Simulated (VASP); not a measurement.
# Ga3As3CO in VASP: further runs, part 2 of 2

VASP 6.6.1.

**3. Single point, PBE+D3(BJ)**

File INCAR:

```
ALGO = Normal
DIPOL = 0.5 0.5 0.320
EDIFF = 1E-7
ENCUT = 520
GGA = PE
IDIPOL = 3
ISIF = 2
ISMEAR = 0
IVDW = 12
LASPH = T
LCHARG = F
LDIPOL = T
LREAL = F
LWAVE = F
NBANDS = 42
NELM = 60
PREC = Accurate
SIGMA = 0.05
```

File KPOINTS:

```
k-points
0
Gamma
  7 5 1
```

File POSCAR:

```
Ga3As3CO
1.0
    4.0137031111      0.0000000000      0.0000000000
    0.0000000000      5.6762333751      0.0000000000
    0.0000000000      0.0000000000     23.3352699083
Ga As O C
3 3 1 1
Direct
    0.5000000000      0.5000000000      0.1714143447
    0.0000000000      0.0653835255      0.2680035048
    0.5000000000      0.4894639609      0.3228546357
    0.0000000000      0.2500000000      0.1714143447
    0.5000000000      0.8102208698      0.2504948966
    0.0000000000      0.2887573198      0.3593388866
    0.3333333333      1.1220906532      0.4836142866
    0.3333333333      1.1220906532      0.5328959107
```

Potentials or basis: VASP PAW PBE potentials, release 64 (Ga_d, As, O, C).

Launch:

```sh
$ cat potpaw_PBE.64/Ga_d/POTCAR potpaw_PBE.64/As/POTCAR potpaw_PBE.64/O/POTCAR potpaw_PBE.64/C/POTCAR > POTCAR
$ mpirun -np 1 vasp_std > vasp.out
```

OUTCAR:

```text
EDIFF = 1E-7
   ENCUT = 520
   GGA = PE
   ISIF = 2
   ISMEAR = 0
   IVDW = 12
   LASPH = T
   LREAL = F
   NELM = 60
   PREC = Accurate
 IVDW          = 12

 ion  position               nearest neighbor table
   1  0.500  0.500  0.171-   4 2.46   4 2.46   5 2.55
   2  0.000  0.065  0.268-   6 2.48   4 2.49   5 2.51   5 2.51
   3  0.500  0.489  0.323-   6 2.46   6 2.46   5 2.48
   4  0.000  0.250  0.171-   1 2.46   1 2.46   2 2.49
   5  0.500  0.810  0.250-   3 2.48   2 2.51   2 2.51   1 2.55
   6  0.000  0.289  0.359-   3 2.46   3 2.46   2 2.48
   7  0.333  0.122  0.484-   8 1.15
   8  0.333  0.122  0.533-   7 1.15

  LATTYP: Found a simple orthorhombic cell.
 ALAT       =     4.0137031111
 B/A-ratio  =     1.4142135624
 C/A-ratio  =     5.8139003465

  Lattice vectors:

 A1 = (   4.0137031111,   0.0000000000,   0.0000000000)
 A2 = (   0.0000000000,   5.6762333751,   0.0000000000)
 A3 = (   0.0000000000,   0.0000000000,  23.3352699083)

Analysis of symmetry for initial positions (statically):
=====================================================================
 Subroutine PRICEL returns:
 Original cell was already a primitive cell.

 Routine SETGRP: Setting up the symmetry group for a
 simple orthorhombic supercell.

 Subroutine GETGRP returns: Found  1 space group operations
 (whereof  1 operations were pure point group operations)
 out of a pool of  8 trial point group operations.

The static configuration has the point symmetry C_1 .

Analysis of symmetry for dynamics (positions and initial velocities):
=====================================================================
 Subroutine PRICEL returns:
 Original cell was already a primitive cell.

 Routine SETGRP: Setting up the symmetry group for a
 simple orthorhombic supercell.

 Subroutine GETGRP returns: Found  1 space group operations
[... 137 lines left out ...]
   LEPSILON=     F    determine dielectric tensor
   LRPA    =     F    only Hartree local field effects (RPA)
 non-spin polarized calculation
 Gauss-broadening in eV      SIGMA  =   0.05
  energy-cutoff  :      520.00
  volume of cell :      531.64
 maximum number of plane-waves:     14367
 NGX is ok and might be reduce to    30
   NGX = 15   NGY = 21   NGZ = 87

 dipolmoment           0.000000      0.000000     -0.006155 electrons x Angstroem

 number of electron      64.0000019 magnetization

 dipolmoment           0.000000      0.000000      0.052403 electrons x Angstroem

 Free energy of the ion-electron system (eV)
  ---------------------------------------------------
  ext. energy  EPLUGINS =         0.00000000
  ---------------------------------------------------
  free energy    TOTEN  =       -37.50700411 eV

  energy without entropy =      -37.50700411  energy(sigma->0) =      -37.50700411

 E-fermi :  -2.0727     XC(G=0):  -3.7728

 val. band max:       -2.2715515181   @ k =   0.0000   0.0000   0.0000
 cond. band min:      -1.8703644451   @ k =   0.4286   0.0000   0.0000
 fundamental gap:      0.4011870730
 Fermi energy:        -2.0727462870

 k-point     1 :       0.0000    0.0000    0.0000
  band No.  band energies     occupation
      1     -26.7187      2.00000
      2     -17.2465      2.00000
      3     -17.1895      2.00000
      4     -17.1739      2.00000
      5     -17.1484      2.00000
      6     -17.1243      2.00000
[... 799 lines left out ...]
     41       2.7249      0.00000
     42       3.0561      0.00000

------------------------ aborting loop because EDIFF is reached ----------------------------------------

 vacuum level on the upper side and lower side of the slab       (xc-potential included)         0.156        -0.242

 Edisp (eV)   -1.27608

 E8    (eV) :    -0.5778

  FORCE on cell =-STRESS in cart. coord.  units (eV):
  Direction    XX          YY          ZZ          XY          YZ          ZX
  --------------------------------------------------------------------------------------
  -------------------------------------------------------------------------------------
  Total      -2.00021    -2.63061    -0.47231    -0.05427    -0.16284     0.17691
  in kB      -6.02794    -7.92774    -1.42338    -0.16354    -0.49074     0.53313
  external pressure =       -5.13 kB  Pullay stress =        0.00 kB

 VOLUME and BASIS-vectors are now :
 -----------------------------------------------------------------------------
  energy-cutoff  :      520.00
  volume of cell :      531.64
      direct lattice vectors                 reciprocal lattice vectors
     4.013703111  0.000000000  0.000000000     0.249146480  0.000000000  0.000000000
     0.000000000  5.676233375  0.000000000     0.000000000  0.176173165  0.000000000
     0.000000000  0.000000000 23.335269908     0.000000000  0.000000000  0.042853586

 POSITION                                       TOTAL-FORCE (eV/Angst)
 -----------------------------------------------------------------------------------
      2.00685      2.83812      4.00000        -0.000087     -0.314274      1.026531
      0.00000      0.37113      6.25393        -0.003970      0.000132      0.010178
      2.00685      2.77831      7.53390         0.011717     -0.007079     -0.009047
      0.00000      1.41906      4.00000         0.000872      0.320836     -1.064228
      2.00685      4.59900      5.84537        -0.005020      0.015564     -0.007917
      0.00000      1.63905      8.38527        -0.066912      0.022334     -0.032811
      1.33790      0.69302     11.28527         0.076025     -0.045673      0.781806
      1.33790      0.69302     12.43527        -0.012626      0.008160     -0.704512
 -----------------------------------------------------------------------------------
    total drift:                                0.000035     -0.001068     -0.002016

  FREE ENERGIE OF THE ION-ELECTRON SYSTEM (eV)
  ---------------------------------------------------
  free  energy   TOTEN  =       -38.7830823922 eV

  energy  without entropy=      -38.7830823920  energy(sigma->0) =      -38.78308239

 vacuum level on the upper side and lower side of the slab         2.771         2.350
```

stdout:

```text
POSCAR found type information on POSCAR GaAsO C
 POSCAR found :  4 types and       8 ions
 scaLAPACK will be used
 LDA part: xc-table for (Slater+PW92), standard interpolation
 POSCAR, INCAR and KPOINTS ok, starting setup
 FFT: planning ... GRIDC
 FFT: planning ... GRID_SOFT
 FFT: planning ... GRID
 WAVECAR not read
 entering main loop
```

Wall time 6.8 min (1 thread of Intel Xeon 6975P-C (Granite Rapids), shared host); peak memory 0.72 GiB.

What came out:

* Free energy: -38.7831 eV
* Largest force: 1.112 eV/Å
* Band gap on the k mesh: 0.40 eV (least direct gap 0.76 eV)
* Dispersion energy per atom: -0.160 eV

Forces in eV/Å, atoms in the order of the input:
```
Ga   0.000 -0.314  1.027
Ga  -0.004  0.000  0.010
Ga   0.012 -0.007 -0.009
As   0.001  0.321 -1.064
As  -0.005  0.016 -0.008
As  -0.067  0.022 -0.033
O    0.076 -0.046  0.782
C   -0.013  0.008 -0.705
```

**4. Single point, PBE+D3(BJ)**

File INCAR:

```
SYSTEM = Ga3As3CO
PREC     = Accurate       ! precision mode
ENCUT    = 520            ! plane-wave cutoff, eV
EDIFF    = 1E-7           ! SCF threshold, eV
ISMEAR   = 0              ! smearing method
SIGMA    = 0.05           ! smearing width, eV
LREAL    = .False.        ! projectors in reciprocal space
LASPH    = .True.         ! aspherical terms in the spheres
NELM     = 60             ! most SCF steps
ALGO     = Normal         ! electronic algorithm
ISIF     = 2              ! what is computed and relaxed
LWAVE    = .False.        ! write WAVECAR
LCHARG   = .False.        ! write CHGCAR
LDIPOL   = .True.       
IDIPOL   = 3            
DIPOL    = 0.5 0.5 0.320
GGA      = PE             ! functional
IVDW     = 12             ! dispersion correction
NBANDS   = 42             ! bands
```

File KPOINTS:

```
regular mesh
0
Gamma
  7 5 1
  0 0 0
```

Edit POSCAR of step 3 so:

```diff
@@ -14,3 +14,3 @@
     0.0000000000      0.2887573198      0.3593388866
-    0.3333333333      1.1220906532      0.4836142866
-    0.3333333333      1.1220906532      0.5328959107
+    0.1666666667      0.4554239865      0.4836142866
+    0.1666666667      0.4554239865      0.5328959107
```

Potentials or basis: VASP PAW PBE potentials, release 64 (Ga_d, As, O, C).

Launch:

```sh
$ cat potpaw_PBE.64/Ga_d/POTCAR potpaw_PBE.64/As/POTCAR potpaw_PBE.64/O/POTCAR potpaw_PBE.64/C/POTCAR > POTCAR
$ mpirun -np 1 vasp_std > vasp.out
```

OUTCAR:

```text
SYSTEM = Ga3As3CO
   PREC = Accurate
   ENCUT = 520
   EDIFF = 1E-7
   ISMEAR = 0
   LREAL = .False.
   LASPH = .True.
   NELM = 60
   ISIF = 2
   GGA = PE
   IVDW = 12
 IVDW          = 12

 ion  position               nearest neighbor table
   1  0.500  0.500  0.171-   4 2.46   4 2.46   5 2.55
   2  0.000  0.065  0.268-   6 2.48   4 2.49   5 2.51   5 2.51
   3  0.500  0.489  0.323-   6 2.46   6 2.46   5 2.48
   4  0.000  0.250  0.171-   1 2.46   1 2.46   2 2.49
   5  0.500  0.810  0.250-   3 2.48   2 2.51   2 2.51   1 2.55
   6  0.000  0.289  0.359-   3 2.46   3 2.46   2 2.48
   7  0.167  0.455  0.484-   8 1.15
   8  0.167  0.455  0.533-   7 1.15

  LATTYP: Found a simple orthorhombic cell.
 ALAT       =     4.0137031111
 B/A-ratio  =     1.4142135624
 C/A-ratio  =     5.8139003465

  Lattice vectors:

 A1 = (   4.0137031111,   0.0000000000,   0.0000000000)
 A2 = (   0.0000000000,   5.6762333751,   0.0000000000)
 A3 = (   0.0000000000,   0.0000000000,  23.3352699083)

Analysis of symmetry for initial positions (statically):
=====================================================================
 Subroutine PRICEL returns:
 Original cell was already a primitive cell.

 Routine SETGRP: Setting up the symmetry group for a
 simple orthorhombic supercell.

 Subroutine GETGRP returns: Found  1 space group operations
 (whereof  1 operations were pure point group operations)
 out of a pool of  8 trial point group operations.

The static configuration has the point symmetry C_1 .

Analysis of symmetry for dynamics (positions and initial velocities):
=====================================================================
 Subroutine PRICEL returns:
 Original cell was already a primitive cell.

 Routine SETGRP: Setting up the symmetry group for a
 simple orthorhombic supercell.

 Subroutine GETGRP returns: Found  1 space group operations
 (whereof  1 operations were pure point group operations)
 out of a pool of  8 trial point group operations.

The dynamic configuration has the point symmetry C_1 .

 Subroutine INISYM returns: Found  1 space group operations
 (whereof  1 operations are pure point group operations),
 and found     1 'primitive' translations

----------------------------------------------------------------------------------------

                                     Primitive cell

  volume of cell :     531.6408

  direct lattice vectors                    reciprocal lattice vectors
     4.013703111  0.000000000  0.000000000     0.249146480  0.000000000  0.000000000
     0.000000000  5.676233375  0.000000000     0.000000000  0.176173165  0.000000000
     0.000000000  0.000000000 23.335269908     0.000000000  0.000000000  0.042853586

  length of vectors
     4.013703111  5.676233375 23.335269908     0.249146480  0.176173165  0.042853586

  position of ions in fractional coordinates (direct lattice)
     0.500000000  0.500000000  0.171414345
     0.000000000  0.065383526  0.268003505
     0.500000000  0.489463961  0.322854636
     0.000000000  0.250000000  0.171414345
     0.500000000  0.810220870  0.250494897
     0.000000000  0.288757320  0.359338887
     0.166666667  0.455423987  0.483614287
     0.166666667  0.455423987  0.532895911

  ion indices of the primitive-cell ions
[... 58 lines left out ...]
   total plane-waves  NPLWV = 226800
   dimension x,y,z NGX =    30 NGY =   42 NGZ =  180
   dimension x,y,z NGXF=    60 NGYF=   84 NGZF=  360
   ions per type =               3   3   1   1
   NGX,Y,Z   is equivalent  to a cutoff of  12.43, 12.30, 12.82 a.u.
   NGXF,Y,Z  is equivalent  to a cutoff of  24.85, 24.60, 25.65 a.u.
 SYSTEM =  Ga3As3CO
   PREC   = accura    normal or accurate (medium, high low for compatibility)
   ISTART =      0    job   : 0-new  1-cont  2-samecut
   ICHARG =      2    charge: 1-file 2-atom 10-const
   ISPIN  =      1    spin polarized calculation?
   LNONCOLLINEAR =      F non collinear calculations
   LSORBIT =      F    spin-orbit coupling
   LASPH  =      T    aspherical Exc in radial PAW
   ENCUT  =  520.0 eV  38.22 Ry    6.18 a.u.   7.46 10.55 43.39*2*pi/ulx,y,z
   NELM   =     60;   NELMIN=  2; NELMDL= -5     # of ELM steps
   EDIFF  = 0.1E-06   stopping-criterion for ELM
   LREAL  =      F    real-space projection
   EDIFFG = 0.1E-05   stopping-criterion for IOM
   NSW    =      0    number of steps for IOM
   IBRION =     -1    ionic relax: 0-MD 1-quasi-New 2-CG
   NFREE  =      0    steps in history (QN), initial steepest desc. (CG)
   ISIF   =      2    stress and relaxation
   ISYM   =      2    0-nonsym 1-usesym 2-fastsym
   POTIM  = 0.5000    time-step for ionic-motion
   TEBEG  =    0.0;   TEEND  =   0.0 temperature during run
   PSTRESS=    0.0 pullay stress
   NELECT =      64.0000    total number of electrons
   NUPDOWN=      -1.0000    fix difference up-down
   EMIN   =  10.00;   EMAX   =-10.00  energy-range for DOS
   EFERMI =   0.00;   METHOD = LEGACY
   ISMEAR =     0;   SIGMA  =   0.05  broadening in eV -4-tet -1-fermi 0-gaus
   EFERMI_NEDOS =   21; number of points for ismear=-14 and -15
   IALGO  =     38    algorithm
   IMIX   =      4    mixing-type and parameters
     AMIX     =   0.40;   BMIX     =  1.00
     AMIX_MAG =   1.60;   BMIX_MAG =  1.00
  volume/ion in A,a.u.               =      66.46       448.46
  Fermi-wavevector in a.u.,A,eV,Ry     =   0.808342  1.527546  8.890285  0.653418
  Thomas-Fermi vector in A             =   1.917130
   LORBIT       =      0    0 simple, 1 ext, 2 COOP (PROOUT), +10 PAW based schemes
   GGA     = PE    functional components
   LHFCALC =     F    Hartree Fock is set to
   AEXX    =    0.0000 exact exchange contribution
   IVDW    =    12    specifies the selected vdW correction
   LEPSILON=     F    determine dielectric tensor
   LRPA    =     F    only Hartree local field effects (RPA)
 non-spin polarized calculation
 Gauss-broadening in eV      SIGMA  =   0.05
  energy-cutoff  :      520.00
  volume of cell :      531.64
 maximum number of plane-waves:     14367
 NGX is ok and might be reduce to    30
   NGX = 15   NGY = 21   NGZ = 87

 dipolmoment           0.000000      0.000000     -0.002176 electrons x Angstroem

 number of electron      64.0000019 magnetization

 dipolmoment           0.000000      0.000000      0.035088 electrons x Angstroem

 Free energy of the ion-electron system (eV)
  ---------------------------------------------------
  ext. energy  EPLUGINS =         0.00000000
  ---------------------------------------------------
  free energy    TOTEN  =       -37.47369292 eV

  energy without entropy =      -37.47369292  energy(sigma->0) =      -37.47369292

 E-fermi :  -2.0265     XC(G=0):  -3.7693

 val. band max:       -2.2236630868   @ k =   0.0000   0.0000   0.0000
 cond. band min:      -1.8249933717   @ k =   0.4286   0.0000   0.0000
 fundamental gap:      0.3986697151
 Fermi energy:        -2.0265352153

 k-point     1 :       0.0000    0.0000    0.0000
  band No.  band energies     occupation
      1     -26.8314      2.00000
      2     -17.2137      2.00000
      3     -17.1416      2.00000
      4     -17.1285      2.00000
      5     -17.1078      2.00000
      6     -17.0926      2.00000
[... 799 lines left out ...]
     41       2.7817      0.00000
     42       3.1181      0.00000

------------------------ aborting loop because EDIFF is reached ----------------------------------------

 vacuum level on the upper side and lower side of the slab       (xc-potential included)         0.085        -0.184

 Edisp (eV)   -1.27801

 E8    (eV) :    -0.5789

  FORCE on cell =-STRESS in cart. coord.  units (eV):
  Direction    XX          YY          ZZ          XY          YZ          ZX
  --------------------------------------------------------------------------------------
  -------------------------------------------------------------------------------------
  Total      -2.09292    -2.60611    -0.05472     0.08561     0.23173     0.17988
  in kB      -6.30733    -7.85390    -0.16491     0.25801     0.69835     0.54208
  external pressure =       -4.78 kB  Pullay stress =        0.00 kB

 VOLUME and BASIS-vectors are now :
 -----------------------------------------------------------------------------
  energy-cutoff  :      520.00
  volume of cell :      531.64
      direct lattice vectors                 reciprocal lattice vectors
     4.013703111  0.000000000  0.000000000     0.249146480  0.000000000  0.000000000
     0.000000000  5.676233375  0.000000000     0.000000000  0.176173165  0.000000000
     0.000000000  0.000000000 23.335269908     0.000000000  0.000000000  0.042853586

 POSITION                                       TOTAL-FORCE (eV/Angst)
 -----------------------------------------------------------------------------------
      2.00685      2.83812      4.00000        -0.001381     -0.320928      1.032776
      0.00000      0.37113      6.25393        -0.013742      0.016272      0.016041
      2.00685      2.77831      7.53390         0.006696     -0.004124     -0.013998
      0.00000      1.41906      4.00000         0.002664      0.314413     -1.079761
      2.00685      4.59900      5.84537        -0.000109      0.001498     -0.011822
      0.00000      1.63905      8.38527        -0.054567     -0.097696     -0.137105
      0.66895      2.58509     11.28527         0.072222      0.111253      0.865922
      0.66895      2.58509     12.43527        -0.011782     -0.020688     -0.672054
 -----------------------------------------------------------------------------------
    total drift:                                0.000028     -0.000953     -0.001826

  FREE ENERGIE OF THE ION-ELECTRON SYSTEM (eV)
  ---------------------------------------------------
  free  energy   TOTEN  =       -38.7517021869 eV

  energy  without entropy=      -38.7517021866  energy(sigma->0) =      -38.75170219

 vacuum level on the upper side and lower side of the slab         2.689         2.406
```

It took 8.2 min on 1 thread of Intel Xeon 6975P-C (Granite Rapids), shared host; peak memory 0.72 GiB.

Results:

| Item | Value |
| --- | --- |
| Free energy | -38.7517 eV |
| Largest force | 1.125 eV/Å |
| Band gap on the k mesh | 0.40 eV (least direct gap 0.75 eV) |
| Dispersion energy per atom | -0.160 eV |

Forces in eV/Å, atoms in the order of the input:
```
Ga  -0.001 -0.321  1.033
Ga  -0.014  0.016  0.016
Ga   0.007 -0.004 -0.014
As   0.003  0.314 -1.080
As   0.000  0.001 -0.012
As  -0.055 -0.098 -0.137
O    0.072  0.111  0.866
C   -0.012 -0.021 -0.672
```

**5. Overview**

| potentials or basis | cell | gap on the mesh (eV) | largest force (eV/Å) |
| --- | --- | --- | --- |
| VASP PAW PBE potentials, release 64 (Ga_d, As_d, O, C) | as given, atomic positions A | 0.40 | 1.10 |
| VASP PAW PBE potentials, release 64 (Ga_d, As, O, C) | as given, atomic positions B | 0.40 | 1.11 |
| VASP PAW PBE potentials, release 64 (Ga_d, As, O, C) | as given, atomic positions C | 0.40 | 1.12 |

Alike in all rows: task single point; level PBE+D3(BJ); no spin polarisation; k mesh 7 × 5 × 1; cutoff (eV) 520; smearing gaussian 0.05 eV.

Absolute energies hang on the potentials; compare differences alone.
